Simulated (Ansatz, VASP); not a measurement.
# One calculation of Ga, two programs

File POSCAR:

```
Ga
1.0
   -1.3843987196      1.3843987196      2.3112238365
    1.3843987196     -1.3843987196      2.3112238365
    1.3843987196      1.3843987196     -2.3112238365
Ga
1
Direct
    0.0000000000      0.0000000000      0.0000000000
```

Contents of INCAR.step1:

```
SYSTEM = Ga
PREC = Accurate
ENCUT = 520
ISMEAR = -1
SIGMA = 0.05
LREAL = .FALSE.
LASPH = .TRUE.
NELM = 60
NBANDS = 12
GGA = PE
ALGO = Normal
EDIFF = 1E-4
LWAVE = .TRUE.
LCHARG = .FALSE.
```

File INCAR.step2:

```
SYSTEM = Ga
PREC = Accurate
ENCUT = 520
EDIFF = 1E-6
ISMEAR = -1
SIGMA = 0.05
LREAL = .FALSE.
LASPH = .TRUE.
NELM = 60
ALGO = Normal
ISIF = 2
LWAVE = .FALSE.
LCHARG = .FALSE.
METAGGA = R2SCAN
LMIXTAU = .TRUE.
NBANDS = 12
ISTART = 1
```

File KPOINTS:

```
regular mesh
0
G
  13 13 13
  0 0 0
```

File input.yaml:

```yaml
crystal:
  lattice:
    - [-1.3843987196, 1.3843987196, 2.3112238365]
    - [1.3843987196, -1.3843987196, 2.3112238365]
    - [1.3843987196, 1.3843987196, -2.3112238365]
  atoms:
    - { symbol: Ga, position: [0.0, 0.0, 0.0] }
hamiltonian:
  xc: r2scan
  pseudopotentials: { kind: paw }
kpoints:
  mp_grid: { grid: [13, 13, 13] }
scf:
  occupations: { method: fermi_dirac, width: 0.05 }
output:
  forces: true
  stress: true
  eigenvalues: true
```

Alike in both runs: task single point; functional r2SCAN; k mesh 13 × 13 × 13; occupations fermi-dirac, width 0.05 eV; no spin polarisation.

```csv
,VASP,Ansatz
version,VASP 6.6.1,Ansatz 0.2.0
potentials or method,"VASP PAW PBE potentials, release 64 (Ga_d)",Ansatz PAW
plane-wave cutoff (eV),520,500
valence electrons in the cell,13,13
```

|  | VASP | Ansatz | Ansatz less VASP |
| --- | --- | --- | --- |
| gap on the k mesh at the Fermi level (eV) | none | none | - |
| pressure (GPa) | 0.2 | 0.2 | -0.01 |
| traceless stress, the component that is largest in VASP (GPa) | 0.13 | 0.10 | -0.021 |

VASP's potentials were made for PBE, not for r2SCAN. A gap of «none» marks a metal or a gap that the smearing closes.
